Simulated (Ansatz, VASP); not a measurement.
# One calculation of C, two programs

```
C
1.0
     2.48330    0.00000    0.00000
    -1.24165    2.15060    0.00000
     0.00000    0.00000    4.13629
C
4
Direct
  0.33333 0.66667 0.06283
  0.66667 0.33333 0.56283
  0.33333 0.66667 0.43717
  0.66667 0.33333 0.93717
```

Alike in both runs: functional LDA; k mesh 8 × 8 × 4; occupations fermi-dirac, width 0.05 eV; no spin polarisation.

Ansatz relaxed the structure, and its values are those at the end. VASP's run is a single point on that final structure, the one shown.

|  | VASP | Ansatz |
| --- | --- | --- |
| version | VASP 6.6.1 | Ansatz 0.2.0 |
| potentials or method | VASP PAW LDA potentials, release 64 (C_h), cutoff 1300 eV | plane waves (420 eV) with PAW, scalar-relativistic |
| valence electrons in the cell | 16 | 16 |

```csv
,VASP,Ansatz,Ansatz less VASP
gap on the k mesh at the Fermi level (eV),3.40,3.41,+0.012
pressure (GPa),0.9,0.0,-0.92
```

Ansatz warns that its potentials were made for another functional, while VASP's fit it. LDA's correlation is that of Perdew and Zunger in VASP and of Perdew and Wang (1992) in Ansatz.
